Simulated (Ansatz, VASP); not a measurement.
Pb in VASP and in Ansatz

```
Pb
1.0
     0.00000    3.41689    3.41689
     3.41689    0.00000    3.41689
     3.41689    3.41689    0.00000
Pb
2
Cartesian
  -0.5467 -1.1617 -1.1617
  0.5467 1.1617 1.1617
```

Change from the starting cell: shortest bond scaled by 0.64, LAPW.

Alike in both runs: task single point; functional PBE; k mesh 8 × 8 × 8; occupations fermi-dirac, width 0.05 eV; no spin polarisation.

|  | VASP | Ansatz |
| --- | --- | --- |
| version | VASP 6.6.1 | Ansatz 0.2.0 |
| potentials or method | VASP PAW PBE potentials, release 64 (Pb_d), cutoff 520 eV | all-electron LAPW, scalar-relativistic |

|  | VASP | Ansatz | Ansatz less VASP |
| --- | --- | --- | --- |
| pressure (GPa) | 51.6 | 55.9 | +4.24 |
| traceless stress, the component that is largest in VASP (GPa) | -52.91 | -57.22 | -4.308 |
| rms of the force components (eV/Å) | 24.425 | 26.422 | +1.9977 |

Atom by atom the forces differ by 1.998 eV/Å (rms over components). Both programs put the cell under a high pressure, so it lies far from rest at this level. Ansatz ran all-electron here, and VASP with PAW potentials.

Spin-orbit coupling is off throughout.
